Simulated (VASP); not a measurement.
Write the native input for VASP 6.6.1 that does the following.

```
Task                   : single point
Functional             : PBE
Potentials or basis    : VASP PAW PBE potentials, release 64 (Br)
Cutoff                 : 520 eV
k mesh                 : 16 × 12 × 6
Occupations            : gaussian, width 0.1 eV
Spin                   : no spin polarisation
Dipole correction      : no
Further INCAR settings : ALGO = Normal; EDIFF = 1e-07; NBANDS = 14
```

The structure of Br lies in POSCAR:

```
Br
1.0
    2.6171676786      0.0000000000      0.0000000000
    0.0000000000      3.4022432824      0.0000000000
    0.0000000000      0.0000000000      8.8766629238
Br
2
Direct
    0.0000000000      0.0000000000      0.0000000000
    0.5000000000      0.5000000000      0.5000000000
```

These files were run (other wordings do the same):

INCAR

```
SYSTEM = Br
PREC = Accurate
ENCUT = 520
EDIFF = 1E-7
ISMEAR = 0
SIGMA = 0.1
LREAL = .False.
LASPH = .True.
NELM = 100
ALGO = Normal
ISIF = 2
LWAVE = .False.
LCHARG = .False.
GGA = PE
NBANDS = 14
```

KPOINTS

```
regular mesh
0
Gamma
  16 12 6
  0 0 0
```

Potentials or basis: VASP PAW PBE potentials, release 64 (Br).

Launch:

```console
$ cat potpaw_PBE.64/Br/POTCAR > POTCAR
$ mpirun -np 1 vasp_std > vasp.out
```

It gave:

The pressure is -0.1 GPa and the band gap on the k mesh is zero (bands 7 and 8 overlap by 5.29 eV).

Caveat: this functional lacks dispersion, which binds layers or chains, so the pressure and a relaxed spacing across them are unreliable.

Wall time 2.2 min on 1 thread of Intel(R) Xeon(R) Platinum 8559C (Emerald Rapids), with other jobs on the host, peak memory 0.34 GiB.
